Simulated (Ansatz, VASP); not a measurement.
# One calculation of CdSe, two programs

Contents of INCAR:

```
SYSTEM = CdSe
ALGO = Normal
EDIFF = 1E-7
ENCUT = 520
GGA = PE
ISIF = 2
ISMEAR = -1
LASPH = .TRUE.
LCHARG = .FALSE.
LREAL = .FALSE.
LWAVE = .FALSE.
NBANDS = 16
NELM = 60
PREC = Accurate
SIGMA = 0.02
```

The input KPOINTS:

```
k-points
0
G
  8 8 8
  0 0 0
```

File POSCAR:

```
CdSe
1.0
    0.0000000000      3.1904922036      2.8772840228
    3.1904922036      0.0000000000      2.8772840228
    3.1904922036      3.1904922036      0.0000000000
Cd Se
1 1
Direct
    0.0000000000      0.0000000000      0.0000000000
    0.2500000000      0.2500000000      0.2500000000
```

Input for Ansatz:

```yaml
crystal:
  lattice:
    - [0.0, 3.1904922036, 2.8772840228]
    - [3.1904922036, 0.0, 2.8772840228]
    - [3.1904922036, 3.1904922036, 0.0]
  atoms:
    - { symbol: Cd, position: [0.0, 0.0, 0.0] }
    - { symbol: Se, position: [0.25, 0.25, 0.25] }
kpoints:
  mp_grid: { grid: [8, 8, 8] }
  band_path:
    path:
      - [0.0, 0.0, 0.0]
      - [-0.5, -0.5, 0.0]
      - [-0.375, -0.375, 0.25]
      - [-0.375, 0.0, 0.375]
      - [0.0, 0.0, 0.5]
      - [-0.5, -0.25, 0.25]
    npoints: 1
hamiltonian:
  xc: pbe
scf:
  occupations: { method: fermi_dirac, width: 0.02 }
  n_extra_bands: 4
output:
  forces: true
  stress: true
  eigenvalues: true
```

Change from the starting cell: epitaxial_xy strain +4.0%.

Alike in both runs: task single point; functional PBE; k mesh 8 × 8 × 8; occupations fermi-dirac, width 0.02 eV; no spin polarisation.

```csv
,VASP,Ansatz
version,VASP 6.6.1,Ansatz 0.2.0
potentials or method,"VASP PAW PBE potentials, release 64 (Cd, Se)","plane waves, PAW"
plane-wave cutoff (eV),520,420
valence electrons in the cell,18,36
```

```csv
,VASP,Ansatz,Ansatz less VASP
pressure (GPa),0.7,0.5,-0.26
"traceless stress, the component that is largest in VASP (GPa)",0.92,0.95,+0.021
```

VASP's potentials hold 18 valence electrons a cell and Ansatz's 36, so a difference there can come from the potentials and not from the codes.
